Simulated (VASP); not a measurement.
Wanted: the native input for a VASP 6.6.1 run.

| Property | Result |
| --- | --- |
| Task | single point |
| Functional | PBEsol |
| Potentials or basis | VASP PAW PBE potentials, release 64 (Nb_sv, P) |
| Cutoff | 520 eV |
| k mesh | 8 × 8 × 8 |
| Occupations | fermi-dirac, width 0.03 eV |
| Spin | no spin polarisation |
| Dipole correction | no |
| Further INCAR settings | ALGO = Normal; EDIFF = 1e-06; NBANDS = 26 |

The structure of NbP lies in POSCAR:

```
NbP
1.0
   -1.6598781415      1.6598781415      5.6492429167
    1.6598781415     -1.6598781415      5.6492429167
    1.6598781415      1.6598781415     -5.6492429167
Nb P
2 2
Direct
    0.7501828716      0.7501828716      0.0000000000
    0.5001828716      1.0001828716      0.5000000000
    0.3324457034      0.3324457034      0.0000000000
    0.0824457034      0.5824457034      0.5000000000
```

These files were run (other wordings do the same):

INCAR

```
SYSTEM = NbP
PREC = Accurate
ENCUT = 520
EDIFF = 1E-6
ISMEAR = -1
SIGMA = 0.03
LREAL = .FALSE.
LASPH = .TRUE.
NELM = 60
ALGO = Normal
ISIF = 2
LWAVE = .FALSE.
LCHARG = .TRUE.
GGA = PS
LELF = .TRUE.
LVHAR = .TRUE.
NBANDS = 26
```

KPOINTS

```
Automatic mesh
0
G
  8 8 8
  0 0 0
```

Potentials or basis: VASP PAW PBE potentials, release 64 (Nb_sv, P).

Launch:

```sh
$ cat potpaw_PBE.64/Nb_sv/POTCAR potpaw_PBE.64/P/POTCAR > POTCAR
$ mpirun -np 1 vasp_std > vasp.out
```

It gave:

The pressure is -0.2 GPa.

Caveat: the PAW data sets were made with another functional, which shifts forces and pressure a little.

Run time: 2.5 min on 1 thread of AMD EPYC 9R45 96-Core Processor (Zen 5), on a shared host, peak memory 0.33 GiB.
